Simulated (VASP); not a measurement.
Input of a VASP 6.6.1 run:

POSCAR

```
ZrB
1.0
    0.0000000000      2.2935772291      2.2935772291
    2.2935772291      0.0000000000      2.2935772291
    2.2935772291      2.2935772291      0.0000000000
Zr B
1 1
Direct
    0.0000000000      0.0000000000      0.0000000000
    0.5000000000      0.5000000000      0.5000000000
```

INCAR.step1

```
  PREC = Accurate
  ENCUT = 520
  ISMEAR = -1
  SIGMA = 0.05
  LREAL = False
  LASPH = True
  NELM = 80
  NBANDS = 14
  GGA = PE
  ALGO = Normal
  EDIFF = 1E-4
  LWAVE = True
  LCHARG = False
```

Contents of INCAR.step2:

```
  PREC = Accurate
  ENCUT = 520
  EDIFF = 1E-7
  ISMEAR = -1
  SIGMA = 0.05
  LREAL = False
  LASPH = True
  NELM = 80
  ALGO = Normal
  ISIF = 2
  LWAVE = False
  LCHARG = False
  METAGGA = R2SCAN
  LMIXTAU = True
  NBANDS = 14
  ISTART = 1
```

KPOINTS

```
regular mesh
0
Gamma
  10 10 10
```

Potentials or basis: VASP PAW PBE potentials, release 64 (Zr_sv, B).

The run is started by

```sh
$ cat potpaw_PBE.64/Zr_sv/POTCAR potpaw_PBE.64/B/POTCAR > POTCAR
$ cp INCAR.step1 INCAR
$ mpirun -np 1 vasp_std > vasp.out
$ cp INCAR.step2 INCAR
$ mpirun -np 1 vasp_std > vasp.out
```

(1) Predict the pressure.

## Answers

(1) 49.3 GPa.

Caveat: the PAW data sets were made with another functional, which shifts forces and pressure a little.
